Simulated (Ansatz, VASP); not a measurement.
# ScSi10: VASP beside Ansatz

```
Sc Si
1.0
     5.88067    0.00000    0.00000
    -2.94033    5.09281    0.00000
     0.00000    0.00000    6.45169
Sc Si
1 10
Direct
  0.00000 0.00000 0.00000
  0.33333 0.66667 0.18507
  0.33333 0.66667 0.81493
  0.66667 0.33333 0.81493
  0.66667 0.33333 0.18507
  0.27417 0.00000 0.64882
  0.00000 0.27417 0.64882
  0.72583 0.72583 0.64882
  0.00000 0.72583 0.35118
  0.72583 0.00000 0.35118
  0.27417 0.27417 0.35118
```

Alike in both runs: functional PBE; k mesh 6 × 6 × 6; occupations gaussian, width 0.1 eV; no spin polarisation.

Ansatz relaxed the structure, and its values are those at the end. VASP's run is a single point on that final structure, the one shown.

|  | VASP | Ansatz |
| --- | --- | --- |
| version | VASP 6.6.1 | Ansatz 0.2.0 |
| potentials or method | VASP PAW PBE potentials, release 64 (Sc_sv, Si), cutoff 520 eV | scalar-relativistic, plane waves, PAW |
| valence electrons in the cell | 51 | 51 |

```csv
,VASP,Ansatz,Ansatz less VASP
gap on the k mesh at the Fermi level (eV),none,none,-
pressure (GPa),-0.1,0.0,+0.06
rms of the force components (eV/Å),0.004,0.003,-0.0013
```

A gap of «none» marks a metal or a gap that the smearing closes.
